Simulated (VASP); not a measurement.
Write the native input for VASP 6.6.1 that does the following.

* Task: single point
* Functional: HSE06
* Potentials or basis: VASP PAW PBE potentials, release 64 (B, N)
* Cutoff: 520 eV
* k mesh: 8 × 8 × 8
* Occupations: fermi-dirac, width 0.02 eV
* Spin: no spin polarisation
* Dipole correction: no
* Grid for exact exchange (PRECFOCK): Normal
* Further INCAR settings: ALGO = Normal; EDIFF = 1e-07; NBANDS = 11
* Share of exact exchange: 0.25
* Screening parameter: 0.2079 1/Å

Crystal: BN.

```xyz
2
Lattice="0.0000 1.7339 1.7339 1.7339 0.0000 1.7339 1.7339 1.7339 0.0000" Properties=species:S:1:pos:R:3 pbc="T T T"
B     0.0000    0.0000    0.0000
N     1.7339    1.7339    1.7339
```

One way to write it, as run:

POSCAR

```
BN
1.0
    0.0000000000      1.7339494133      1.7339494133
    1.7339494133      0.0000000000      1.7339494133
    1.7339494133      1.7339494133      0.0000000000
B N
1 1
Direct
    0.0000000000      0.0000000000      0.0000000000
    0.5000000000      0.5000000000      0.5000000000
```

INCAR.step1

```
SYSTEM = BN
  PREC = Accurate
  ENCUT = 520
  EDIFF = 1E-5
  ISMEAR = -1
  SIGMA = 0.02
  LREAL = .False.
  LASPH = .True.
  NELM = 60
  ALGO = Normal
  ISIF = 2
  LWAVE = .True.
  LCHARG = .False.
  GGA = PE
  NBANDS = 11
```

INCAR.step2

```
SYSTEM = BN
  PREC = Accurate
  ENCUT = 520
  EDIFF = 1E-7
  ISMEAR = -1
  SIGMA = 0.02
  LREAL = .False.
  LASPH = .True.
  NELM = 60
  ALGO = Normal
  ISIF = 2
  LWAVE = .False.
  LCHARG = .False.
  GGA = PE
  LHFCALC = .True.
  HFSCREEN = 0.2079
  PRECFOCK = Normal
  ISTART = 1
  NBANDS = 11
```

KPOINTS

```
Automatic mesh
0
Gamma
  8 8 8
  0 0 0
```

Potentials or basis: VASP PAW PBE potentials, release 64 (B, N).

Run with:

```sh
$ cat potpaw_PBE.64/B/POTCAR potpaw_PBE.64/N/POTCAR > POTCAR
$ cp INCAR.step1 INCAR
$ mpirun -np 1 vasp_std > vasp.out
$ cp INCAR.step2 INCAR
$ mpirun -np 1 vasp_std > vasp.out
```

Results of the run:

| Quantity | Value |
| --- | --- |
| Pressure | 0.3 GPa |
| Band gap on the k mesh | 2.50 eV (least direct gap 7.32 eV) |

Caveat: the structure was generated, so it needn't be the stable form of BN; the PAW data sets were made with another functional, which shifts forces and pressure a little.

Wall time 7.6 min on 1 thread of Intel(R) Xeon(R) Platinum 8375C CPU @ 2.90GHz (Ice Lake), on a shared host, peak memory 0.22 GiB.
